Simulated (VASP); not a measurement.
Wanted: the native input for a VASP 6.6.1 run.

| Quantity | Value |
| --- | --- |
| Task | single point |
| Functional | r2SCAN |
| Potentials or basis | VASP PAW PBE potentials, release 64 (Ca_sv, O) |
| Cutoff | 520 eV |
| k mesh | 10 × 10 × 10 |
| Occupations | gaussian, width 0.05 eV |
| Spin | no spin polarisation |
| Dipole correction | no |
| Further INCAR settings | ALGO = Normal; EDIFF = 1e-06; NBANDS = 15 |

Crystal: CaO.

```
Ca O
1.0
     0.00000    2.40650    2.40650
     2.40650    0.00000    2.40650
     2.40650    2.40650    0.00000
Ca O
1 1
Direct
  0.98349 0.00791 0.99884
  0.50000 0.50000 0.50000
```

The input as run:

POSCAR

```
CaO
1.0
    0.0000000000      2.4065000000      2.4065000000
    2.4065000000      0.0000000000      2.4065000000
    2.4065000000      2.4065000000      0.0000000000
Ca O
1 1
Direct
   -0.0165101244      0.0079143310     -0.0011574510
    0.5000000000      0.5000000000      0.5000000000
```

INCAR.step1

```
SYSTEM = CaO
PREC = Accurate ; ENCUT = 520
ISMEAR = 0 ; SIGMA = 0.05
LREAL = .FALSE. ; LASPH = .TRUE.
NELM = 80 ; NBANDS = 15
GGA = PE ; ALGO = Normal
EDIFF = 1E-4 ; LWAVE = .TRUE.
LCHARG = .FALSE.
```

INCAR.step2

```
SYSTEM = CaO
PREC = Accurate ; ENCUT = 520
EDIFF = 1E-6 ; ISMEAR = 0
SIGMA = 0.05 ; LREAL = .FALSE.
LASPH = .TRUE. ; NELM = 80
ALGO = Normal ; ISIF = 2
LWAVE = .FALSE. ; LCHARG = .FALSE.
METAGGA = R2SCAN ; LMIXTAU = .TRUE.
NBANDS = 15 ; ISTART = 1
```

KPOINTS

```
regular mesh
0
G
  10 10 10
  0 0 0
```

Potentials or basis: VASP PAW PBE potentials, release 64 (Ca_sv, O).

Run with:

```bash
$ cat potpaw_PBE.64/Ca_sv/POTCAR potpaw_PBE.64/O/POTCAR > POTCAR
$ cp INCAR.step1 INCAR
$ mpirun -np 1 vasp_std > vasp.out
$ cp INCAR.step2 INCAR
$ mpirun -np 1 vasp_std > vasp.out
```

It gave:

| Item | Value |
| --- | --- |
| Pressure | -0.2 GPa |
| Largest force | 0.178 eV/Å |
| Band gap on the k mesh | 4.20 eV, indirect (least direct gap 4.57 eV) |

Caveat: the PAW data sets were made with another functional, which shifts forces and pressure a little.

Run time: 6.2 min on 1 thread of Intel(R) Xeon(R) 6975P-C (Granite Rapids), on a shared host, peak memory 0.33 GiB.
